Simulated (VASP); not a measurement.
# SrO: single point with PBE

Crystal: SrO.

```
Sr O
1.0
     0.00000    2.47973    2.71101
     2.71101    0.00000    2.71101
     2.71101    2.47973    0.00000
Sr O
1 1
Direct
  0.00000 0.00000 0.00000
  0.50000 0.50000 0.50000
```

This cell differs from its parent crystal: strained.

```yaml
Program: VASP 6.6.1
Task: single point
Functional: PBE
Potentials_or_basis: VASP PAW PBE potentials, release 64 (Sr_sv, O)
Cutoff: 520 eV
k_mesh: 8 × 8 × 8
Occupations: gaussian, width 0.02 eV
Spin: no spin polarisation
```

* Pressure: -1.1 GPa
* Band gap on the k mesh: 2.88 eV, indirect (least direct gap 3.15 eV)

Stress tensor (GPa, compression positive):
```
-4.59  0.00  0.00
 0.00  5.78  0.00
 0.00  0.00 -4.59
```

Levels at points of the mesh, in eV from the valence-band top:
```
           k point  band 6  band 7  band 8  band 9  band 10  band 11
(0.00, 0.00, 0.00)   -0.30   -0.30    0.00    3.15     5.69     5.69
(0.50, 0.00, 0.00)   -2.26   -1.27   -1.24    6.02     7.64     8.20
(0.50, 0.50, 0.00)   -0.89   -0.43   -0.09    3.24     6.96     9.35
(0.50, 0.00, 0.50)   -0.45   -0.45   -0.38    2.88     7.20     9.51
```

It took 15 s on 1 thread of Intel(R) Xeon(R) 6975P-C (Granite Rapids), with other jobs on the host, peak memory 0.18 GiB.

Caveat: the cell differs from its parent crystal (strained). A k mesh can miss the band edges.
